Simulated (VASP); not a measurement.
A run of VASP 6.6.1 is set up as follows.

POSCAR

```
PbSe
1.0
    0.0000000000      3.0401081059      3.0401081059
    3.0401081059      0.0000000000      3.0401081059
    3.0401081059      3.0401081059      0.0000000000
Pb Se
1 1
Direct
    0.0000000000      0.0000000000      0.0000000000
    0.5000000000      0.5000000000      0.5000000000
```

The input INCAR.step1:

```
SYSTEM = PbSe
PREC     = Accurate       ! precision mode
ENCUT    = 520            ! plane-wave cutoff, eV
EDIFF    = 1E-5           ! SCF threshold, eV
ISMEAR   = -1             ! smearing method
SIGMA    = 0.05           ! smearing width, eV
LREAL    = .FALSE.        ! projectors in reciprocal space
LASPH    = .TRUE.         ! aspherical terms in the spheres
NELM     = 80             ! most SCF steps
ALGO     = Normal         ! electronic algorithm
ISIF     = 2              ! what is computed and relaxed
LWAVE    = .TRUE.         ! write WAVECAR
LCHARG   = .FALSE.        ! write CHGCAR
GGA      = PE             ! functional
NBANDS   = 17             ! bands
```

Contents of INCAR.step2:

```
SYSTEM = PbSe
PREC     = Accurate       ! precision mode
ENCUT    = 520            ! plane-wave cutoff, eV
EDIFF    = 1E-6           ! SCF threshold, eV
ISMEAR   = -1             ! smearing method
SIGMA    = 0.05           ! smearing width, eV
LREAL    = .FALSE.        ! projectors in reciprocal space
LASPH    = .TRUE.         ! aspherical terms in the spheres
NELM     = 80             ! most SCF steps
ALGO     = Normal         ! electronic algorithm
ISIF     = 2              ! what is computed and relaxed
LWAVE    = .FALSE.        ! write WAVECAR
LCHARG   = .FALSE.        ! write CHGCAR
GGA      = PE             ! functional
LHFCALC  = .TRUE.         ! exact exchange
AEXX     = 0.25           ! exact-exchange fraction
PRECFOCK = Normal       
ISTART   = 1            
NBANDS   = 17             ! bands
```

File KPOINTS:

```
Automatic mesh
0
G
  4 4 4
  0 0 0
```

Potentials or basis: VASP PAW PBE potentials, release 64 (Pb_d, Se).

Launch:

```bash
$ cat potpaw_PBE.64/Pb_d/POTCAR potpaw_PBE.64/Se/POTCAR > POTCAR
$ cp INCAR.step1 INCAR
$ mpirun -np 1 vasp_std > vasp.out
$ cp INCAR.step2 INCAR
$ mpirun -np 1 vasp_std > vasp.out
```

Q: What does it give for the pressure?

A: 2.3 GPa.

Q: What does it give for the band gap on the k mesh?

A: 1.28 eV.

Caveat: the k points lie up to 0.45 Å⁻¹ apart; the PAW data sets were made with another functional, which shifts forces and pressure a little; spin-orbit coupling is left out, which moves the levels of the heavy elements. A k mesh can miss the band edges.
